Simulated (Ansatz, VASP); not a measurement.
## One calculation of SiSn2, two programs

Contents of INCAR:

```
SYSTEM = SiSn2
PREC = Accurate
ENCUT = 520
EDIFF = 1E-6
ISMEAR = 0
SIGMA = 0.1
LREAL = .FALSE.
LASPH = .TRUE.
NELM = 100
ALGO = Normal
ISIF = 2
LWAVE = .FALSE.
LCHARG = .TRUE.
GGA = PE
LELF = .TRUE.
LVHAR = .TRUE.
NBANDS = 41
```

The input KPOINTS:

```
regular mesh
0
G
  6 6 1
  0 0 0
```

Contents of POSCAR:

```
SiSn2
1.0
    3.2455712300      0.0000000000      0.0000000000
   -1.6227856100      2.8107471300      0.0000000000
    0.0000000000      0.0000000000     15.6402932200
Si Sn
2 4
Direct
    0.3333333300      0.6666666700      0.8333333300
    0.3333333300      0.6666666700      0.1666666700
    0.3333333300      0.6666666700      0.5000000000
    0.6666666700      0.3333333300      0.0000000000
    0.6666666700      0.3333333300      0.3333333300
    0.6666666700      0.3333333300      0.6666666700
```

Input for Ansatz:

```yaml
crystal:
  lattice:
    - [3.24557123, 0.0, 0.0]
    - [-1.62278561, 2.81074713, 0.0]
    - [0.0, 0.0, 15.64029322]
  atoms:
    - { symbol: Si, position: [0.33333333, 0.66666667, 0.83333333] }
    - { symbol: Si, position: [0.33333333, 0.66666667, 0.16666667] }
    - { symbol: Sn, position: [0.33333333, 0.66666667, 0.5] }
    - { symbol: Sn, position: [0.66666667, 0.33333333, 0.0] }
    - { symbol: Sn, position: [0.66666667, 0.33333333, 0.33333333] }
    - { symbol: Sn, position: [0.66666667, 0.33333333, 0.66666667] }
basis:
  ecutwfc: 420
kpoints:
  mp_grid: { grid: [6, 6, 1] }
hamiltonian:
  xc: pbe
scf:
  occupations: { method: gaussian, width: 0.1 }
  lower_state_search: "off"
output:
  forces: true
  stress: true
  eigenvalues: true
```

Alike in both runs: task single point; functional PBE; k mesh 6 × 6 × 1; occupations gaussian, width 0.1 eV; no spin polarisation.

|  | VASP | Ansatz |
| --- | --- | --- |
| version | VASP 6.6.1 | Ansatz 0.2.0 |
| potentials or method | VASP PAW PBE potentials, release 64 (Si, Sn_d), cutoff 520 eV | scalar-relativistic, plane waves, PAW |
| valence electrons in the cell | 64 | 64 |

|  | VASP | Ansatz | Ansatz less VASP |
| --- | --- | --- | --- |
| gap on the k mesh at the Fermi level (eV) | none | none | - |
| pressure (GPa) | 1.8 | 1.8 | +0.05 |
| traceless stress, the component that is largest in VASP (GPa) | -1.44 | -1.44 | -0.002 |
| rms of the force components (eV/Å) | 0.325 | 0.325 | -0.0003 |

Atom by atom the forces differ by 0.000 eV/Å (rms over components). A gap of «none» marks a metal or a gap that the smearing closes.

The k mesh is coarse, so the values compare programs but aren't converged.
